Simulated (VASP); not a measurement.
**BiTe3: relaxation of cell and atoms with PBE**

The system is BiTe3.

```xyz
8
Lattice="7.9723 0.0000 0.0000 -3.9862 6.9042 0.0000 0.0000 0.0000 6.2624" Properties=species:S:1:pos:R:3 pbc="T T T"
Bi    3.9862    2.3014    1.5656
Bi    0.0000    4.6028    4.6968
Te    2.0951    1.2096    4.6968
Te    5.8772    1.2096    4.6968
Te    3.9862    4.4850    4.6968
Te    1.8911    5.6946    1.5656
Te   -1.8911    5.6946    1.5656
Te    0.0000    2.4192    1.5656
```

The cell was built from a structure type or drawn by symmetry, and may not be a known phase.

```
Program                : VASP 6.6.1
Task                   : relaxation of cell and atoms
Functional             : PBE
Potentials or basis    : VASP PAW PBE potentials, release 64 (Bi_d, Te)
Cutoff                 : 600 eV
k mesh                 : 3 × 3 × 4
Occupations            : gaussian, width 0.1 eV
Spin                   : no spin polarisation
Dipole correction      : no
Further INCAR settings : ALGO = Normal; EDIFF = 1e-07; IBRION = 2; EDIFFG = -0.04; NSW = 90; ISIF = 3
```

```yaml
Relaxed_volume: 33.74 Å³/atom
Relaxed_cell: a = 8.555 Å, b = 8.555 Å, c = 4.258 Å, α = 90.00°, β = 90.00°, γ = 120.00°
Space_group_after_relaxing_to_0.1_Å: P6_3/mmc (No. 194)
Energy_gained_by_relaxing: 618.2 meV/atom
Ionic_steps: 19
Pressure_after_relaxing: 0.0 GPa
Largest_force_after_relaxing: 0.014 eV/Å
Band_gap_on_the_k_mesh: zero (bands 33 and 34 overlap by 0.93 eV)
```

Forces in eV/Å, atoms in the order of the input:
```
Bi   0.000  0.000  0.000
Bi   0.000  0.000  0.000
Te   0.012  0.007  0.000
Te  -0.012  0.007  0.000
Te   0.000 -0.014  0.000
Te  -0.012 -0.007  0.000
Te   0.012 -0.007  0.000
Te   0.000  0.014  0.000
```

Stress tensor (GPa, compression positive):
```
0.00 0.00 0.00
0.00 0.00 0.00
0.00 0.00 0.12
```

The path:
| step | energy change (eV) | largest force (eV/Å) | pressure (GPa) | volume (Å³) |
| --- | --- | --- | --- | --- |
| 1 | 0.0000 | 0.4770 | -7.79 | 344.70 |
| 2 | -3.9195 | 0.0140 | -2.00 | 250.21 |
| 3 | -4.0258 | 0.1368 | 0.21 | 238.70 |
| 4 | -4.0266 | 0.1666 | 0.63 | 236.83 |
| 5 | -4.1967 | 0.2168 | 1.08 | 236.29 |
| 6 | -4.2414 | 0.2409 | 1.65 | 235.72 |
| 7 | -4.2818 | 0.3247 | 3.04 | 234.10 |
| 8 | -4.4450 | 0.3371 | 1.66 | 241.56 |
| 9 | -4.7263 | 0.1667 | -1.39 | 263.94 |
| 10 | -4.8112 | 0.0808 | -1.24 | 267.95 |
| 11 | -4.8519 | 0.0165 | -1.13 | 270.26 |
| 12 | -4.9119 | 0.1514 | -0.98 | 274.38 |
| 13 | -4.9108 | 0.1324 | -1.01 | 273.80 |
| 14 | -4.9343 | 0.0704 | 0.23 | 266.09 |
| 15 | -4.9348 | 0.0787 | 0.07 | 267.05 |
| 16 | -4.9376 | 0.0700 | 0.06 | 267.43 |
| 17 | -4.9435 | 0.0438 | 0.05 | 268.57 |
| 18 | -4.9445 | 0.0054 | 0.03 | 270.79 |
| 19 | -4.9458 | 0.0140 | 0.04 | 269.88 |

Final structure:
```xyz
8
Lattice="8.5555 0.0000 0.0000 -4.2777 7.4093 0.0000 0.0000 0.0000 4.2575" Properties=species:S:1:pos:R:3 pbc="T T T"
Bi    4.2777    2.4698    1.0644
Bi    0.0000    4.9395    3.1931
Te    2.2000    1.2702    3.1931
Te    6.3555    1.2702    3.1931
Te    4.2777    4.8689    3.1931
Te    2.0777    6.1391    1.0644
Te   -2.0777    6.1391    1.0644
Te    0.0000    2.5404    1.0644
```

Levels at points of the mesh, in eV from the Fermi level:
```csv
k point,band 30,band 31,band 32,band 33,band 34,band 35,band 36,band 37
"(0.00, 0.00, 0.00)",-1.44,-0.28,-0.28,-0.09,0.02,0.02,1.13,1.36
"(0.00, 0.00, 0.50)",-1.08,-0.72,-0.72,-0.29,-0.29,-0.29,-0.29,1.36
```

Run time: 23 min on 1 thread of Intel(R) Xeon(R) 6975P-C (Granite Rapids), on a shared host, peak memory 0.58 GiB.

Caveat: the volume moved by over 15 % at a fixed basis, so the end points are rough; spin-orbit coupling is left out, which moves the levels of the heavy elements.
